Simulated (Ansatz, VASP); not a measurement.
**One calculation of V, two programs**

```
CELL_PARAMETERS angstrom
0.00000 1.92406 1.92406
1.92406 0.00000 1.92406
1.92406 1.92406 0.00000
ATOMIC_POSITIONS crystal
V 0.00000 0.00000 0.00000
```

Change from the starting cell: volume scaled by 1.025.

Alike in both runs: task single point; functional PBE; k mesh 19 × 19 × 19; occupations fermi-dirac, width 0.05 eV; collinear spin.

|  | VASP | Ansatz |
| --- | --- | --- |
| version | VASP 6.6.1 | Ansatz 0.2.0 |
| potentials or method | VASP PAW PBE potentials, release 64 (V_sv), cutoff 520 eV | all-electron LAPW, scalar-relativistic |

```tsv
	VASP	Ansatz	Ansatz less VASP
pressure (GPa)	-3.9	-4.1	-0.20
net moment per atom (μB)	0.00	0.00	-0.001
```

Ansatz ran all-electron here, and VASP with PAW potentials. Ansatz's warnings: seeded moment not kept.
